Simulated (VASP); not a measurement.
# Zr in VASP: single point with PBE+D4

Aim: the single point of Zr with PBE+D4.

All numbers are computed with VASP 6.6.1; they aren't measurements. Logs are shortened: lines on timing, memory, paths and dates and some standing lists are left out, and cuts for length are marked.

### Step 1. The cell of the first run

The cell holds a slab with vacuum, 12 atoms: a = 6.176 Å, b = 6.176 Å, c = 23.450 Å, α = 90.00°, β = 90.00°, γ = 120.00°.

### Step 2. Single point, PBE+D4

Contents of INCAR:

```
PREC     = Accurate       # precision mode
ENCUT    = 400            # plane-wave cutoff, eV
EDIFF    = 1E-6           # SCF threshold, eV
ISMEAR   = 1              # smearing method
SIGMA    = 0.1            # smearing width, eV
LREAL    = F              # projectors in reciprocal space
LASPH    = T              # aspherical terms in the spheres
NELM     = 120            # most SCF steps
ALGO     = Normal         # electronic algorithm
ISIF     = 2              # what is computed and relaxed
LWAVE    = F              # write WAVECAR
LCHARG   = F              # write CHGCAR
LDIPOL   = T            
IDIPOL   = 3            
DIPOL    = 0.5 0.5 0.408
GGA      = PE             # functional
IVDW     = 13             # dispersion correction
NBANDS   = 84             # bands
GGA_COMPAT= F            
NELMDL   = -8
```

Contents of KPOINTS:

```
Automatic mesh
0
Gamma
  6 6 1
```

Contents of POSCAR:

```
Zr
1.0
   -0.0000000286      6.1757517319      0.0000000000
   -5.3483578730     -3.0878758907      0.0000000000
    0.0000000000      0.0000000000     23.4495142314
Zr
12
Direct
    0.1666666667      0.3333333333      0.2985136464
    0.1666666667      0.8333333333      0.2985136464
    0.6666666667      0.3333333333      0.2985136464
    0.6666666667      0.8333333333      0.2985136464
    0.3296615429      0.6659435748      0.4057798065
    0.3333333333      0.1666666667      0.4079726611
    0.8340564252      0.6637179681      0.4057798065
    0.8362820319      0.1703384571      0.4057798065
    0.1713623564      0.3378313519      0.5216067249
    0.1621686481      0.8335310045      0.5216067249
    0.6664689955      0.3286376436      0.5216067249
    0.6666666667      0.8333333333      0.5154579254
```

Potentials or basis: VASP PAW PBE potentials, release 64 (Zr_sv).

Command:

```console
$ cat potpaw_PBE.64/Zr_sv/POTCAR > POTCAR
$ mpirun -np 1 vasp_std > vasp.out
```

OUTCAR:

```text
PREC = Accurate
   ENCUT = 400
   EDIFF = 1E-6
   ISMEAR = 1
   LREAL = F
   LASPH = T
   NELM = 120
   ISIF = 2
   GGA = PE
   IVDW = 13
   NELMDL = -8

 ion  position               nearest neighbor table
   1  0.167  0.333  0.299-   8 3.07   5 3.08   2 3.09   2 3.09   3 3.09   3 3.09   4 3.09   4 3.09
                             6 3.13
   2  0.167  0.833  0.299-   5 3.07   7 3.08   1 3.09   1 3.09   4 3.09   4 3.09   3 3.09   3 3.09
                             6 3.13
   3  0.667  0.333  0.299-   7 3.07   8 3.08   4 3.09   4 3.09   1 3.09   1 3.09   2 3.09   2 3.09
                             6 3.13
   4  0.667  0.833  0.299-   3 3.09   3 3.09   2 3.09   2 3.09   1 3.09   1 3.09   7 3.09   8 3.09
                             5 3.09
   5  0.330  0.666  0.406-   7 3.05   8 3.05   2 3.07   1 3.08   6 3.08   4 3.09   6 3.10   7 3.12
                             8 3.12  12 3.14   9 3.23  10 3.25
   6  0.333  0.167  0.408-   8 3.08   7 3.08   5 3.08   5 3.10   7 3.10   8 3.10   1 3.13   2 3.13
                             3 3.13   9 3.21  10 3.21  11 3.21
   7  0.834  0.664  0.406-   8 3.05   5 3.05   3 3.07   2 3.08   6 3.08   4 3.09   6 3.10   8 3.12
                             5 3.12  12 3.14  10 3.23  11 3.25
   8  0.836  0.170  0.406-   7 3.05   5 3.05   1 3.07   3 3.08   6 3.08   4 3.09   6 3.10   7 3.12
                             5 3.12  12 3.14  11 3.23   9 3.25
   9  0.171  0.338  0.522-  12 3.06  10 3.09  11 3.09  10 3.09  11 3.09  12 3.12   6 3.21   5 3.23
                             8 3.25
  10  0.162  0.834  0.522-  12 3.06   9 3.09  11 3.09   9 3.09  11 3.09  12 3.12   6 3.21   7 3.23
                             5 3.25
  11  0.666  0.329  0.522-  12 3.06   9 3.09  10 3.09   9 3.09  10 3.09  12 3.12   6 3.21   8 3.23
                             7 3.25
  12  0.667  0.833  0.515-  10 3.06   9 3.06  11 3.06  11 3.12   9 3.12  10 3.12   7 3.14   8 3.14
                             5 3.14

  LATTYP: Found a hexagonal cell.
 ALAT       =     6.1757517319
 C/A-ratio  =     3.7970299405

  Lattice vectors:

 A1 = (  -0.0000000286,   6.1757517319,   0.0000000000)
 A2 = (  -5.3483578730,  -3.0878758907,   0.0000000000)
 A3 = (   0.0000000000,   0.0000000000,  23.4495142314)

Analysis of symmetry for initial positions (statically):
=====================================================================
 Subroutine PRICEL returns:
 Original cell was already a primitive cell.

 Routine SETGRP: Setting up the symmetry group for a
 hexagonal supercell.

 Subroutine GETGRP returns: Found  3 space group operations
 (whereof  1 operations were pure point group operations)
 out of a pool of 24 trial point group operations.

The static configuration has the point symmetry C_1 .
 The point group associated with its full space group is C_3 .

Analysis of symmetry for dynamics (positions and initial velocities):
=====================================================================
 Subroutine PRICEL returns:
 Original cell was already a primitive cell.

 Routine SETGRP: Setting up the symmetry group for a
 hexagonal supercell.

 Subroutine GETGRP returns: Found  3 space group operations
 (whereof  1 operations were pure point group operations)
 out of a pool of 24 trial point group operations.

The dynamic configuration has the point symmetry C_1 .
 The point group associated with its full space group is C_3 .

 Subroutine INISYM returns: Found  3 space group operations
 (whereof  1 operations are pure point group operations),
 and found     1 'primitive' translations

----------------------------------------------------------------------------------------

                                     Primitive cell

  volume of cell :     774.5405

  direct lattice vectors                    reciprocal lattice vectors
    -0.000000029  6.175751732  0.000000000    -0.093486639  0.161923607  0.000000000
[... 42 lines left out ...]

 Generating k-lattice:

  Cartesian coordinates                     Fractional coordinates (reciprocal lattice)
    -0.015581107  0.026987268  0.000000000     0.166666667  0.000000000  0.000000000
    -0.031162213 -0.000000000  0.000000000     0.000000000  0.166666667  0.000000000
     0.000000000  0.000000000  0.042644807     0.000000000  0.000000000  1.000000000

  Length of vectors
     0.031162213  0.031162213  0.042644807

  Shift w.r.t. Gamma in fractional coordinates (k-lattice)
     0.000000000  0.000000000  0.000000000

 Subroutine IBZKPT returns following result:
 ===========================================

 Found      8 irreducible k-points:

 Following reciprocal coordinates:
            Coordinates               Weight
  0.000000  0.000000  0.000000      1.000000
  0.166667  0.000000  0.000000      6.000000
  0.333333  0.000000  0.000000      6.000000
  0.500000  0.000000  0.000000      3.000000
  0.166667  0.166667  0.000000      6.000000
  0.333333  0.166667  0.000000      6.000000
 -0.333333  0.500000  0.000000      6.000000
  0.333333  0.333333  0.000000      2.000000
   k-points           NKPTS =      8   k-points in BZ     NKDIM =      8   number of bands    NBANDS=     84
   number of dos      NEDOS =    301   number of ions     NIONS =     12
   total plane-waves  NPLWV = 256000
   dimension x,y,z NGX =    40 NGY =   40 NGZ =  160
   dimension x,y,z NGXF=    80 NGYF=   80 NGZF=  320
   ions per type =              12
   NGX,Y,Z   is equivalent  to a cutoff of  10.77, 10.77, 11.34 a.u.
   NGXF,Y,Z  is equivalent  to a cutoff of  21.54, 21.54, 22.69 a.u.
 SYSTEM =  unknown system
   PREC   = accura    normal or accurate (medium, high low for compatibility)
   ISTART =      0    job   : 0-new  1-cont  2-samecut
   ICHARG =      2    charge: 1-file 2-atom 10-const
   ISPIN  =      1    spin polarized calculation?
   LNONCOLLINEAR =      F non collinear calculations
   LSORBIT =      F    spin-orbit coupling
   LASPH  =      T    aspherical Exc in radial PAW
   ENCUT  =  400.0 eV  29.40 Ry    5.42 a.u.  10.07 10.07 38.24*2*pi/ulx,y,z
   NELM   =    120;   NELMIN=  2; NELMDL= -8     # of ELM steps
   EDIFF  = 0.1E-05   stopping-criterion for ELM
   LREAL  =      F    real-space projection
   EDIFFG = 0.1E-04   stopping-criterion for IOM
   NSW    =      0    number of steps for IOM
   IBRION =     -1    ionic relax: 0-MD 1-quasi-New 2-CG
   NFREE  =      0    steps in history (QN), initial steepest desc. (CG)
   ISIF   =      2    stress and relaxation
   ISYM   =      2    0-nonsym 1-usesym 2-fastsym
   POTIM  = 0.5000    time-step for ionic-motion
   TEBEG  =    0.0;   TEEND  =   0.0 temperature during run
   PSTRESS=    0.0 pullay stress
   NELECT =     144.0000    total number of electrons
   NUPDOWN=      -1.0000    fix difference up-down
   EMIN   =  10.00;   EMAX   =-10.00  energy-range for DOS
   EFERMI =   0.00;   METHOD = LEGACY
   ISMEAR =     1;   SIGMA  =   0.10  broadening in eV -4-tet -1-fermi 0-gaus
   EFERMI_NEDOS =   21; number of points for ismear=-14 and -15
   IALGO  =     38    algorithm
   IMIX   =      4    mixing-type and parameters
     AMIX     =   0.40;   BMIX     =  1.00
     AMIX_MAG =   1.60;   BMIX_MAG =  1.00
  volume/ion in A,a.u.               =      64.55       435.57
  Fermi-wavevector in a.u.,A,eV,Ry     =   0.934360  1.765685 11.878278  0.873029
  Thomas-Fermi vector in A             =   2.061157
   LORBIT       =      0    0 simple, 1 ext, 2 COOP (PROOUT), +10 PAW based schemes
   GGA     = PE    functional components
   LHFCALC =     F    Hartree Fock is set to
   AEXX    =    0.0000 exact exchange contribution
   IVDW    =    13    specifies the selected vdW correction
   LEPSILON=     F    determine dielectric tensor
   LRPA    =     F    only Hartree local field effects (RPA)
 non-spin polarized calculation
 Methfessel and Paxton  Order N= 1 SIGMA  =   0.10
  energy-cutoff  :      400.00
  volume of cell :      774.54
 maximum number of plane-waves:     14108
   NGX = 21   NGY = 21   NGZ = 77

 dipolmoment           0.000000      0.000000      0.058693 electrons x Angstroem

 number of electron     144.0000002 magnetization

 dipolmoment           0.000000      0.000000     -0.024546 electrons x Angstroem

 Free energy of the ion-electron system (eV)
  ---------------------------------------------------
  ext. energy  EPLUGINS =         0.00000000
  ---------------------------------------------------
  free energy    TOTEN  =       -95.06985342 eV

  energy without entropy =      -95.08158128  energy(sigma->0) =      -95.07376270

 E-fermi :   0.5315     XC(G=0):  -4.6869

 val. band max:        0.5218358173   @ k =   0.5000   0.0000   0.0000
 cond. band min:       0.5497506930   @ k =  -0.3333   0.5000   0.0000
 fundamental gap:      0.0279148757
 Fermi energy:         0.5314770572

 k-point     1 :       0.0000    0.0000    0.0000
  band No.  band energies     occupation
      1     -48.1445      2.00000
      2     -48.1273      2.00000
      3     -48.0122      2.00000
      4     -48.0122      2.00000
      5     -47.9798      2.00000
      6     -47.9743      2.00000
[... 685 lines left out ...]
     83       1.2580     -0.00000
     84       1.3299     -0.00000

------------------------ aborting loop because EDIFF is reached ----------------------------------------

 vacuum level on the upper side and lower side of the slab       (xc-potential included)        -0.184        -0.063

  DFT-D4 for vdW energy calculation

  Edisp (eV):   -1.86766

  FORCE on cell =-STRESS in cart. coord.  units (eV):
  Direction    XX          YY          ZZ          XY          YZ          ZX
  --------------------------------------------------------------------------------------
  -------------------------------------------------------------------------------------
  Total       2.19130     2.19130    -0.04487     0.00000     0.00000     0.00000
  in kB       4.53282     4.53282    -0.09282     0.00000     0.00000     0.00000
  external pressure =        2.99 kB  Pullay stress =        0.00 kB

 VOLUME and BASIS-vectors are now :
 -----------------------------------------------------------------------------
  energy-cutoff  :      400.00
  volume of cell :      774.54
      direct lattice vectors                 reciprocal lattice vectors
    -0.000000029  6.175751732  0.000000000    -0.093486639  0.161923607  0.000000000
    -5.348357873 -3.087875891  0.000000000    -0.186973277 -0.000000001  0.000000000
     0.000000000  0.000000000 23.449514231     0.000000000  0.000000000  0.042644807

 POSITION                                       TOTAL-FORCE (eV/Angst)
 -----------------------------------------------------------------------------------
     -1.78279     -0.00000      7.00000         0.019706      0.078859     -0.168274
     -4.45696     -1.54394      7.00000        -0.078147     -0.022364     -0.168274
     -1.78279      3.08788      7.00000         0.058441     -0.056495     -0.168274
     -4.45696      1.54394      7.00000        -0.000000     -0.000000     -0.318615
     -3.56170     -0.02044      9.51534        -0.076070      0.107755      0.332172
     -0.89139      1.54394      9.56676        -0.000000     -0.000000      0.422238
     -3.54980      3.10145      9.51534        -0.055284     -0.119756      0.332172
     -0.91103      4.63869      9.51534         0.131354      0.012001      0.332172
     -1.80684      0.01511     12.23142         0.071188     -0.058343     -0.228100
     -4.45802     -1.57233     12.23142         0.014933      0.090822     -0.228100
     -1.75767      3.10115     12.23142        -0.086120     -0.032479     -0.228100
     -4.45696      1.54394     12.08724        -0.000000      0.000000      0.088982
 -----------------------------------------------------------------------------------
    total drift:                                0.000002      0.000004     -0.000667

  FREE ENERGIE OF THE ION-ELECTRON SYSTEM (eV)
  ---------------------------------------------------
  free  energy   TOTEN  =       -96.9375169685 eV

  energy  without entropy=      -96.9492448238  energy(sigma->0) =      -96.94142625

 vacuum level on the upper side and lower side of the slab         4.604         4.728
```

Run time: 32 min. Hardware: 1 thread of Oxide Virtual Turin-like, shared host; peak memory 0.64 GiB.

What came out:

- Free energy: -96.9375 eV
- Largest force: 0.422 eV/Å
- Band gap on the k mesh: zero (bands 72 and 73 overlap by 0.69 eV)
- Dispersion energy per atom: -0.156 eV

Forces on the atoms (eV/Å):
```
Zr   0.020  0.079 -0.168
Zr  -0.078 -0.022 -0.168
Zr   0.058 -0.056 -0.168
Zr   0.000  0.000 -0.319
Zr  -0.076  0.108  0.332
Zr   0.000  0.000  0.422
Zr  -0.055 -0.120  0.332
Zr   0.131  0.012  0.332
Zr   0.071 -0.058 -0.228
Zr   0.015  0.091 -0.228
Zr  -0.086 -0.032 -0.228
Zr   0.000  0.000  0.089
```

Levels at points of the mesh, in eV from the Fermi level:
```csv
k point,band 69,band 70,band 71,band 72,band 73,band 74,band 75,band 76
"(0.00, 0.00, 0.00)",-0.15,-0.14,0.08,0.46,0.98,1.12,1.12,1.19
"(0.50, 0.00, 0.00)",-0.42,-0.36,-0.07,-0.04,-0.01,0.02,0.07,0.08
```

The gap in the log of VASP goes by the Fermi energy; the results here count the filled bands.